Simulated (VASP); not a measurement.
# Sn3Te (Pm-3m) in VASP: a series of runs, part 2 of 2

VASP 6.6.1. The steps go on from the part before.

## (4) Single point, LDA

This run uses another cell than the first one, of 28.22 Å³/atom, 1.043 times its volume.

INCAR

```
SYSTEM = Sn3Te
PREC = Accurate
ENCUT = 520
EDIFF = 1E-6
ISMEAR = -1
SIGMA = 0.05
LREAL = .False.
LASPH = .True.
NELM = 100
ALGO = Normal
ISIF = 2
LWAVE = .False.
LCHARG = .False.
GGA = CA
NBANDS = 32
```

KPOINTS

```
regular mesh
0
Gamma
  6 6 6
  0 0 0
```

POSCAR

```
Sn3Te
1.0
    4.8329658348      0.0000000000      0.0000000000
    0.0000000000      4.8329658348      0.0000000000
    0.0000000000      0.0000000000      4.8329658348
Te Sn
1 3
Direct
    0.0000000000      0.0000000000      0.0000000000
    0.0000000000      0.5000000000      0.5000000000
    0.5000000000      0.0000000000      0.5000000000
    0.5000000000      0.5000000000      0.0000000000
```

Potentials or basis: VASP PAW LDA potentials, release 64 (Te, Sn_d).

On the command line:

```bash
cat potpaw_LDA.64/Te/POTCAR potpaw_LDA.64/Sn_d/POTCAR > POTCAR
mpirun -np 1 vasp_std > vasp.out
```

OUTCAR:

```text
SYSTEM = Sn3Te
   PREC = Accurate
   ENCUT = 520
   EDIFF = 1E-6
   ISMEAR = -1
   LREAL = .False.
   LASPH = .True.
   NELM = 100
   ISIF = 2
   GGA = CA

 ion  position               nearest neighbor table
   1  0.000  0.000  0.000-   2 3.42   3 3.42   4 3.42   2 3.42   3 3.42   2 3.42   4 3.42   2 3.42
                             3 3.42   4 3.42   3 3.42   4 3.42
   2  0.000  0.500  0.500-   1 3.42   3 3.42   4 3.42   1 3.42   4 3.42   1 3.42   3 3.42   1 3.42
                             3 3.42   4 3.42   4 3.42   3 3.42
   3  0.500  0.000  0.500-   1 3.42   2 3.42   4 3.42   1 3.42   4 3.42   2 3.42   4 3.42   4 3.42
                             1 3.42   2 3.42   1 3.42   2 3.42
   4  0.500  0.500  0.000-   1 3.42   2 3.42   3 3.42   2 3.42   3 3.42   1 3.42   3 3.42   3 3.42
                             1 3.42   2 3.42   2 3.42   1 3.42

  LATTYP: Found a simple cubic cell.
 ALAT       =     4.8329658348

  Lattice vectors:

 A1 = (   4.8329658348,   0.0000000000,   0.0000000000)
 A2 = (   0.0000000000,   4.8329658348,   0.0000000000)
 A3 = (   0.0000000000,   0.0000000000,   4.8329658348)

Analysis of symmetry for initial positions (statically):
[... 172 lines left out ...]
 E-fermi :   7.6214     XC(G=0): -10.3789

 val. band max:        7.6091536571   @ k =   0.1667   0.0000   0.0000
 cond. band min:       7.6506756276   @ k =   0.1667   0.0000   0.0000
 fundamental gap:      0.0415219705
 Fermi energy:         7.6214197017

 k-point     1 :       0.0000    0.0000    0.0000
  band No.  band energies     occupation
      1     -13.9150      2.00000
      2     -13.9150      2.00000
      3     -13.9150      2.00000
      4     -13.8904      2.00000
      5     -13.8904      2.00000
      6     -13.8730      2.00000
[... 689 lines left out ...]
     31      13.1008      0.00000
     32      15.5729      0.00000

------------------------ aborting loop because EDIFF is reached ----------------------------------------

  FORCE on cell =-STRESS in cart. coord.  units (eV):
  Direction    XX          YY          ZZ          XY          YZ          ZX
  --------------------------------------------------------------------------------------
  -------------------------------------------------------------------------------------
  Total       -1.8787635     -1.8787635     -1.8787635     -0.0000000     -0.0000000      0.0000000
  in kB      -26.6649960    -26.6649960    -26.6649960     -0.0000000     -0.0000000      0.0000000
  external PRESSURE =     -26.6649960 kB  Pullay stress =       0.0000000 kB

 VOLUME and BASIS-vectors are now :
 -----------------------------------------------------------------------------
  energy-cutoff  :      520.00
  volume of cell :      112.89
      direct lattice vectors                 reciprocal lattice vectors
     4.832965835  0.000000000  0.000000000     0.206912284  0.000000000  0.000000000
     0.000000000  4.832965835  0.000000000     0.000000000  0.206912284  0.000000000
     0.000000000  0.000000000  4.832965835     0.000000000  0.000000000  0.206912284

 POSITION                                       TOTAL-FORCE (eV/Angst)
 -----------------------------------------------------------------------------------
      0.00000      0.00000      0.00000         0.000000      0.000000      0.000000
      0.00000      2.41648      2.41648         0.000000      0.000000      0.000000
      2.41648      0.00000      2.41648         0.000000      0.000000      0.000000
      2.41648      2.41648      0.00000         0.000000      0.000000      0.000000
 -----------------------------------------------------------------------------------
    total drift:                                0.000000      0.000000      0.000000

  FREE ENERGIE OF THE ION-ELECTRON SYSTEM (eV)
  ---------------------------------------------------
  free  energy   TOTEN  =       -16.9536139803 eV

  energy  without entropy=      -16.9295915882  energy(sigma->0) =      -16.94160278
```

It took 62 s on 1 thread of AMD EPYC 7R43 (Zen 3), shared host; peak memory 0.17 GiB.

Results:

- Free energy: -16.9536 eV
- Pressure: -2.7 GPa
- Band gap on the k mesh: zero (band 24 reaches 10.51 eV, above the bottom of band 25 at 7.26 eV)

Levels at points of the mesh, in eV from the Fermi level:
```
           k point  band 20  band 21  band 22  band 23  band 24  band 25  band 26  band 27  band 28  band 29
(0.00, 0.00, 0.00)    -4.25    -4.25    -4.25     0.42     0.42     0.42     1.91     1.91     1.91     4.67
(0.50, 0.00, 0.00)    -3.12    -3.12    -1.76    -1.76    -1.50    -0.36     1.91     2.14     2.39     2.39
(0.50, 0.50, 0.00)    -2.28    -1.93    -1.93    -1.93    -0.71    -0.11    -0.11     0.11     3.48     3.48
(0.50, 0.50, 0.50)    -5.25    -5.25    -5.25    -4.38     2.89     2.89     2.89     5.39     5.39     5.39
```

Caveat: spin-orbit coupling is left out, which moves the levels of the heavy elements.

## (5) The runs side by side

```csv
level,potentials or basis,cell,gap on the mesh (eV),pressure (GPa)
PBE,"VASP PAW PBE potentials, release 64 (Te, Sn_d)","a = 4.766 Å, 4 atoms",none,3.4
PBE,"VASP PAW PBE potentials, release 64 (Te, Sn_d)","a = 4.800 Å, 4 atoms",none,2.3
LDA,"VASP PAW LDA potentials, release 64 (Te, Sn_d)","a = 4.833 Å, 4 atoms",none,-2.7
```

Alike in all rows: task single point; no spin polarisation; k mesh 6 × 6 × 6; cutoff (eV) 520; smearing fermi-dirac 0.05 eV.

Caveats: spin-orbit coupling is left out, which moves the levels of the heavy elements.

Absolute energies hang on the potentials; compare differences alone.
